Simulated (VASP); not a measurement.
# Ta3TeH2 (P-3m1) in VASP: a series of runs

Runs on Ta3TeH2. Level: PBE. Tasks: single point, relaxation of cell and atoms.

Program: VASP 6.6.1. These are calculated values, not measurements. Logs are shortened: lines on timing, memory, paths and dates and some standing lists are left out, and cuts for length are marked.

## 1. The cell of the first run

The structure is trigonal, space group P-3m1 (No. 164). The conventional cell has a = 3.273 Å, b = 3.273 Å, c = 8.883 Å, α = 90.00°, β = 90.00°, γ = 120.00°. Ta (site symmetry 3m) has 3 H at 2.12 Å within 2.8 Å. Within 3.0 Å of Ta (site symmetry -3m) lie 6 H at 2.27 Å and 6 Ta at 2.91 Å. Te (site symmetry -3m) has 6 Ta at 2.92 Å and 6 Te at 3.27 Å and 6 H at 3.71 Å within 3.9 Å. H (site symmetry 3m) has 6 Ta at 2.12 to 2.27 Å within 2.8 Å.

## 2. Single point, PBE

INCAR reads:

```
SYSTEM = Ta3TeH2
  PREC = Accurate
  ENCUT = 520
  EDIFF = 1E-6
  ISMEAR = 0
  SIGMA = 0.1
  LREAL = .FALSE.
  LASPH = .TRUE.
  NELM = 60
  ALGO = Normal
  ISIF = 2
  LWAVE = .FALSE.
  LCHARG = .TRUE.
  GGA = PE
  LELF = .TRUE.
  LVHAR = .TRUE.
  NBANDS = 30
```

KPOINTS reads:

```
Automatic mesh
0
G
  6 6 2
  0 0 0
```

POSCAR reads:

```
Ta3TeH2
1.0
    3.2726280381      0.0000000000      0.0000000000
   -1.6363140190      2.8341790181      0.0000000000
    0.0000000000      0.0000000000      8.8829077401
Ta Te H
3 1 2
Direct
    0.6666666667      0.3333333333      0.7512273864
    0.0000000000      0.0000000000      0.0000000000
    0.3333333333      0.6666666667      0.2487726136
    0.0000000000      0.0000000000      0.5000000000
    0.3333333333      0.6666666667      0.8589603596
    0.6666666667      0.3333333333      0.1410396404
```

Potentials or basis: VASP PAW PBE potentials, release 64 (Ta_pv, Te, H).

The run is started by

```
$ cat potpaw_PBE.64/Ta_pv/POTCAR potpaw_PBE.64/Te/POTCAR potpaw_PBE.64/H/POTCAR > POTCAR
$ mpirun -np 1 vasp_std > vasp.out
```

OUTCAR:

```text
SYSTEM = Ta3TeH2
   PREC = Accurate
   ENCUT = 520
   EDIFF = 1E-6
   ISMEAR = 0
   LREAL = .FALSE.
   LASPH = .TRUE.
   NELM = 60
   ISIF = 2
   GGA = PE

 ion  position               nearest neighbor table
   1  0.667  0.333  0.751-   5 2.12   5 2.12   5 2.12   2 2.91   2 2.91   2 2.91   4 2.92   4 2.92
                             4 2.92
   2  0.000  0.000  0.000-   1 2.91   3 2.91   3 2.91   1 2.91   1 2.91   3 2.91
   3  0.333  0.667  0.249-   6 2.12   6 2.12   6 2.12   2 2.91   2 2.91   2 2.91   4 2.92   4 2.92
                             4 2.92
   4  0.000  0.000  0.500-   1 2.92   3 2.92   3 2.92   1 2.92   1 2.92   3 2.92
   5  0.333  0.667  0.859-   1 2.12   1 2.12   1 2.12
   6  0.667  0.333  0.141-   3 2.12   3 2.12   3 2.12

  LATTYP: Found a hexagonal cell.
 ALAT       =     3.2726280381
 C/A-ratio  =     2.7143041118

  Lattice vectors:

 A1 = (   3.2726280381,   0.0000000000,   0.0000000000)
 A2 = (  -1.6363140190,   2.8341790181,   0.0000000000)
 A3 = (   0.0000000000,   0.0000000000,   8.8829077401)

Analysis of symmetry for initial positions (statically):
=====================================================================
 Subroutine PRICEL returns:
 Original cell was already a primitive cell.

 Routine SETGRP: Setting up the symmetry group for a
 hexagonal supercell.

 Subroutine GETGRP returns: Found 12 space group operations
 (whereof 12 operations were pure point group operations)
 out of a pool of 24 trial point group operations.

The static configuration has the point symmetry D_3d.

Analysis of symmetry for dynamics (positions and initial velocities):
=====================================================================
 Subroutine PRICEL returns:
 Original cell was already a primitive cell.

 Routine SETGRP: Setting up the symmetry group for a
 hexagonal supercell.

 Subroutine GETGRP returns: Found 12 space group operations
 (whereof 12 operations were pure point group operations)
 out of a pool of 24 trial point group operations.

The dynamic configuration has the point symmetry D_3d.

 Subroutine INISYM returns: Found 12 space group operations
 (whereof 12 operations are pure point group operations),
 and found     1 'primitive' translations

----------------------------------------------------------------------------------------

                                     Primitive cell
[... 88 lines left out ...]
   EDIFF  = 0.1E-05   stopping-criterion for ELM
   LREAL  =      F    real-space projection
   EDIFFG = 0.1E-04   stopping-criterion for IOM
   NSW    =      0    number of steps for IOM
   IBRION =     -1    ionic relax: 0-MD 1-quasi-New 2-CG
   NFREE  =      0    steps in history (QN), initial steepest desc. (CG)
   ISIF   =      2    stress and relaxation
   ISYM   =      2    0-nonsym 1-usesym 2-fastsym
   POTIM  = 0.5000    time-step for ionic-motion
   TEBEG  =    0.0;   TEEND  =   0.0 temperature during run
   PSTRESS=    0.0 pullay stress
   NELECT =      41.0000    total number of electrons
   NUPDOWN=      -1.0000    fix difference up-down
   EMIN   =  10.00;   EMAX   =-10.00  energy-range for DOS
   EFERMI =   0.00;   METHOD = LEGACY
   ISMEAR =     0;   SIGMA  =   0.10  broadening in eV -4-tet -1-fermi 0-gaus
   EFERMI_NEDOS =   21; number of points for ismear=-14 and -15
   IALGO  =     38    algorithm
   IMIX   =      4    mixing-type and parameters
     AMIX     =   0.40;   BMIX     =  1.00
     AMIX_MAG =   1.60;   BMIX_MAG =  1.00
  volume/ion in A,a.u.               =      13.73        92.67
  Fermi-wavevector in a.u.,A,eV,Ry     =   1.297308  2.451557 22.898714  1.683008
  Thomas-Fermi vector in A             =   2.428709
   LORBIT       =      0    0 simple, 1 ext, 2 COOP (PROOUT), +10 PAW based schemes
   GGA     = PE    functional components
   LHFCALC =     F    Hartree Fock is set to
   AEXX    =    0.0000 exact exchange contribution
   IVDW    =     0    specifies the selected vdW correction
   LEPSILON=     F    determine dielectric tensor
   LRPA    =     F    only Hartree local field effects (RPA)
 non-spin polarized calculation
 Gauss-broadening in eV      SIGMA  =   0.10
  energy-cutoff  :      520.00
  volume of cell :       82.39
 maximum number of plane-waves:      2244
   NGX = 13   NGY = 13   NGZ = 33

 number of electron      40.9999996 magnetization

 Free energy of the ion-electron system (eV)
  ---------------------------------------------------
  ext. energy  EPLUGINS =         0.00000000
  ---------------------------------------------------
  free energy    TOTEN  =       -44.68324243 eV

  energy without entropy =      -44.66463756  energy(sigma->0) =      -44.67394000

 E-fermi :   7.4504     XC(G=0): -12.0939

 val. band max:        7.4474519930   @ k =   0.0000   0.0000   0.5000
 cond. band min:       7.4880205533   @ k =   0.1667   0.0000   0.0000
 fundamental gap:      0.0405685603
 Fermi energy:         7.4503794689

 k-point     1 :       0.0000    0.0000    0.0000
  band No.  band energies     occupation
      1     -27.3260      2.00000
      2     -27.0306      2.00000
      3     -26.8849      2.00000
      4     -26.8849      2.00000
      5     -26.8176      2.00000
      6     -26.8176      2.00000
[... 451 lines left out ...]
     29      11.5260      0.00000
     30      11.8437      0.00000

------------------------ aborting loop because EDIFF is reached ----------------------------------------

  FORCE on cell =-STRESS in cart. coord.  units (eV):
  Direction    XX          YY          ZZ          XY          YZ          ZX
  --------------------------------------------------------------------------------------
  -------------------------------------------------------------------------------------
  Total        0.0259405      0.0259405      0.0094922      0.0000000      0.0000000      0.0000000
  in kB        0.5044408      0.5044408      0.1845868      0.0000000      0.0000000      0.0000000
  external PRESSURE =       0.3978228 kB  Pullay stress =       0.0000000 kB

 VOLUME and BASIS-vectors are now :
 -----------------------------------------------------------------------------
  energy-cutoff  :      520.00
  volume of cell :       82.39
      direct lattice vectors                 reciprocal lattice vectors
     3.272628038  0.000000000  0.000000000     0.305564821  0.176417932  0.000000000
    -1.636314019  2.834179018  0.000000000     0.000000000  0.352835863  0.000000000
     0.000000000  0.000000000  8.882907740     0.000000000  0.000000000  0.112575750

 POSITION                                       TOTAL-FORCE (eV/Angst)
 -----------------------------------------------------------------------------------
      1.63631      0.94473      6.67308        -0.000000      0.000000      0.007673
      0.00000      0.00000      0.00000         0.000000      0.000000     -0.000000
     -0.00000      1.88945      2.20982         0.000000     -0.000000     -0.007673
      0.00000      0.00000      4.44145         0.000000      0.000000     -0.000000
     -0.00000      1.88945      7.63007        -0.000000     -0.000000     -0.013878
      1.63631      0.94473      1.25284         0.000000      0.000000      0.013878
 -----------------------------------------------------------------------------------
    total drift:                                0.000000     -0.000000      0.000000

  FREE ENERGIE OF THE ION-ELECTRON SYSTEM (eV)
  ---------------------------------------------------
  free  energy   TOTEN  =       -44.6832424321 eV

  energy  without entropy=      -44.6646375586  energy(sigma->0) =      -44.67394000
```

OSZICAR:

```text
N       E                     dE             d eps       ncg     rms          rms(c)
DAV:   1     0.344628568987E+03    0.34463E+03   -0.21301E+04   840   0.133E+03
DAV:   2    -0.323192744167E+02   -0.37695E+03   -0.36821E+03   942   0.384E+02
DAV:   3    -0.470577714305E+02   -0.14738E+02   -0.14418E+02  1098   0.693E+01
DAV:   4    -0.472859218382E+02   -0.22815E+00   -0.22694E+00  1036   0.814E+00
DAV:   5    -0.472902358050E+02   -0.43140E-02   -0.43118E-02  1044   0.109E+00    0.245E+01
DAV:   6    -0.454399128551E+02    0.18503E+01   -0.13093E+01  1060   0.179E+01    0.123E+01
DAV:   7    -0.452256793738E+02    0.21423E+00   -0.88348E+00  1064   0.125E+01    0.621E+00
DAV:   8    -0.446957274038E+02    0.52995E+00   -0.41377E+00  1048   0.827E+00    0.121E+00
DAV:   9    -0.446845191913E+02    0.11208E-01   -0.19804E-01  1046   0.277E+00    0.735E-01
DAV:  10    -0.446837140208E+02    0.80517E-03   -0.12138E-02  1016   0.620E-01    0.520E-01
DAV:  11    -0.446832709107E+02    0.44311E-03   -0.30427E-03  1072   0.447E-01    0.158E-01
DAV:  12    -0.446832583594E+02    0.12551E-04   -0.26794E-04  1002   0.125E-01    0.378E-02
DAV:  13    -0.446832423877E+02    0.15972E-04   -0.50508E-05  1078   0.573E-02    0.139E-02
DAV:  14    -0.446832424321E+02   -0.44418E-07   -0.72193E-06   974   0.171E-02
   1 F= -.44683242E+02 E0= -.44673940E+02  d E =-.186049E-01
```

stdout:

```text
POSCAR found type information on POSCAR TaTeH
 POSCAR found :  3 types and       6 ions
 scaLAPACK will be used
 LDA part: xc-table for (Slater+PW92), standard interpolation
 POSCAR, INCAR and KPOINTS ok, starting setup
 FFT: planning ... GRIDC
 FFT: planning ... GRID_SOFT
 FFT: planning ... GRID
 WAVECAR not read
 entering main loop
```

Wall time 15 s (1 thread of Intel Xeon 6975P-C (Granite Rapids), shared host); peak memory 0.2 GiB.

What came out:

```yaml
Free_energy: -44.6832 eV
Pressure: 0.0 GPa
Largest_force: 0.014 eV/Å
```

Forces on the atoms (eV/Å):
```
Ta   0.000  0.000  0.008
Ta   0.000  0.000  0.000
Ta   0.000  0.000 -0.008
Te   0.000  0.000  0.000
H    0.000  0.000 -0.014
H    0.000  0.000  0.014
```

Caveat: the k points lie up to 0.37 Å⁻¹ apart; spin-orbit coupling is left out, which moves the levels of the heavy elements.

## 3. Single point, PBE

This run uses another cell than the first one, of 15.12 Å³/atom, 1.101 times its volume.

INCAR reads:

```
  ALGO = Normal
  EDIFF = 1E-6
  ENCUT = 520
  GGA = PE
  ISIF = 2
  ISMEAR = 0
  LASPH = T
  LCHARG = F
  LREAL = F
  LWAVE = F
  NBANDS = 30
  NELM = 60
  PREC = Accurate
  SIGMA = 0.1
```

KPOINTS reads:

```
k-points
0
Gamma
  6 6 2
```

POSCAR reads:

```
Ta3TeH2
1.0
    3.5035124800      0.0000000000      0.0000000000
   -1.7517562400      3.0341308100      0.0000000000
    0.0000000000      0.0000000000      8.5351644500
Ta Te H
3 1 2
Direct
    0.6666666700      0.3333333300      0.7434741700
    0.0000000000      0.0000000000      0.0000000000
    0.3333333300      0.6666666700      0.2565258300
    0.0000000000      0.0000000000      0.5000000000
    0.3333333300      0.6666666700      0.8717370900
    0.6666666700      0.3333333300      0.1282629100
```

Potentials or basis: VASP PAW PBE potentials, release 64 (Ta_pv, Te, H).

The run is started by

```
$ cat potpaw_PBE.64/Ta_pv/POTCAR potpaw_PBE.64/Te/POTCAR potpaw_PBE.64/H/POTCAR > POTCAR
$ mpirun -np 1 vasp_std > vasp.out
```

Wall time 17 s (1 thread of Intel Xeon 6975P-C (Granite Rapids), shared host); peak memory 0.22 GiB.

The run converged. Its results:

```yaml
Free_energy: -43.9906 eV
Pressure: -11.4 GPa
Largest_force: 1.093 eV/Å
```

Forces on the atoms (eV/Å):
```
Ta   0.000  0.000  1.093
Ta   0.000  0.000  0.000
Ta   0.000  0.000 -1.093
Te   0.000  0.000  0.000
H    0.000  0.000 -0.337
H    0.000  0.000  0.337
```

Stress tensor (GPa, compression positive):
```
-15.04   0.00   0.00
  0.00 -15.04   0.00
  0.00   0.00  -4.07
```

Levels at points of the mesh, in eV from the Fermi level:
```
           k point  band 16  band 17  band 18  band 19  band 20  band 21  band 22  band 23  band 24  band 25
(0.00, 0.00, 0.00)    -1.45    -1.16    -1.16    -0.94    -0.94    -0.26     0.71     0.71     1.47     1.84
(0.50, 0.00, 0.00)    -2.54    -2.53    -1.44    -1.02     0.11     0.38     0.89     2.19     2.32     2.55
(0.00, 0.00, 0.50)    -1.80    -0.88    -0.88    -0.76    -0.27    -0.27     0.34     0.34     0.90     0.90
(0.50, 0.00, 0.50)    -2.65    -2.39    -2.36    -0.83    -0.21     0.37     0.90     1.32     2.48     2.75
```

Caveat: the k points lie up to 0.37 Å⁻¹ apart; spin-orbit coupling is left out, which moves the levels of the heavy elements; forces of over 1 eV/Å act on the atoms, so gaps and moduli don't describe the material at rest.

[end of part 1 of 4]
